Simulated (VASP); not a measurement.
Crystal: Ca3AsP.

```xyz
5
Lattice="5.3339 0.0000 0.0000 0.0000 5.3339 0.0000 0.0000 0.0000 5.3339" Properties=species:S:1:pos:R:3 pbc="T T T"
As    0.0000    0.0000    0.0000
Ca    2.6669    2.6669    0.0000
Ca    2.6669    0.0000    2.6669
Ca    0.0000    2.6669    2.6669
P     2.6669    2.6669    2.6669
```

```yaml
Program: VASP 6.6.1
Task: relaxation of cell and atoms
Functional: RPBE
Potentials_or_basis: VASP PAW PBE potentials, release 64 (As, Ca_sv, P)
Cutoff: 600 eV
k_mesh: 5 × 5 × 5
Occupations: fermi-dirac, width 0.05 eV
Spin: no spin polarisation
```

At the start: pressure 1.3 GPa; volume 30.35 Å³/atom.

Task: Where does the relaxation end?

Result: Over 3 steps the energy falls by 4.3 meV/atom and the volume is 31.41 Å³/atom (+3.5 %); space group Pm-3m (No. 221, to 0.05 Å).

The path:
| step | energy change (eV) | largest force (eV/Å) | pressure (GPa) | volume (Å³) |
| --- | --- | --- | --- | --- |
| 1 | 0.0000 | 0.0000 | 1.33 | 151.75 |
| 2 | -0.0212 | 0.0000 | -0.07 | 157.35 |
| 3 | -0.0213 | 0.0000 | 0.00 | 157.04 |

Final structure:
```
CELL_PARAMETERS angstrom
5.39518 0.00000 0.00000
0.00000 5.39518 0.00000
0.00000 0.00000 5.39518
ATOMIC_POSITIONS crystal
As 0.00000 0.00000 0.00000
Ca 0.50000 0.50000 0.00000
Ca 0.50000 0.00000 0.50000
Ca 0.00000 0.50000 0.50000
P 0.50000 0.50000 0.50000
```

Caveat: the PAW data sets were made with another functional, which shifts forces and pressure a little.
